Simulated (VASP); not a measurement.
Crystal: Zr.

```
CELL_PARAMETERS angstrom
3.23200 0.00000 0.00000
-1.61600 2.79899 0.00000
0.00000 0.00000 5.14700
ATOMIC_POSITIONS crystal
Zr 0.66667 0.33333 0.75000
Zr 0.33333 0.66667 0.25000
```

* Program: VASP 6.6.1
* Task: relaxation of cell and atoms
* Functional: revPBE
* Potentials or basis: VASP PAW PBE potentials, release 64 (Zr_sv)
* Cutoff: 600 eV
* k mesh: 9 × 9 × 5
* Occupations: fermi-dirac, width 0.05 eV
* Spin: no spin polarisation

At the start: pressure 2.1 GPa; volume 23.28 Å³/atom.

Where does the relaxation end?

Over 4 steps the energy falls by 3.6 meV/atom and the volume is 23.80 Å³/atom (+2.2 %); space group P6_3/mmc (No. 194, to 0.05 Å).

Step by step:
```tsv
step	energy change (eV)	largest force (eV/Å)	pressure (GPa)	volume (Å³)
1	0.0000	0.0000	2.11	46.56
2	-0.0005	0.0000	-1.96	48.65
3	-0.0070	0.0000	-0.03	47.61
4	-0.0071	0.0000	-0.02	47.59
```

Final structure:
```
CELL_PARAMETERS angstrom
3.24979 0.00000 0.00000
-1.62490 2.81440 0.00000
0.00000 0.00000 5.20355
ATOMIC_POSITIONS crystal
Zr 0.66667 0.33333 0.75000
Zr 0.33333 0.66667 0.25000
```

Caveat: the PAW data sets were made with another functional, which shifts forces and pressure a little.
